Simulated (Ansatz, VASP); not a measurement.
# One calculation of ZnS, two programs

```
Zn S
1.0
     0.00000    2.69452    2.69452
     2.69452    0.00000    2.69452
     2.69452    2.69452    0.00000
Zn S
1 1
Direct
  0.75000 0.75000 0.75000
  0.00000 0.00000 0.00000
```

Alike in both runs: task single point; functional r2SCAN; k mesh 8 × 8 × 8; no spin polarisation.

|  | VASP | Ansatz |
| --- | --- | --- |
| version | VASP 6.6.1 | Ansatz 0.2.0 |
| potentials or method | VASP PAW PBE potentials, release 64 (Zn, S) | PAW with Ansatz's default frozen-core files, scalar-relativistic |
| plane-wave cutoff (eV) | 520 | 500 |
| occupations | gaussian, width 0.01 eV | fixed |
| valence electrons in the cell | 18 | 18 |

|  | VASP | Ansatz | Ansatz less VASP |
| --- | --- | --- | --- |
| gap on the k mesh at the Fermi level (eV) | 2.71 | 2.70 | -0.010 |
| pressure (GPa) | 0.0 | 0.0 | 0.00 |

VASP's potentials were made for PBE, not for r2SCAN.
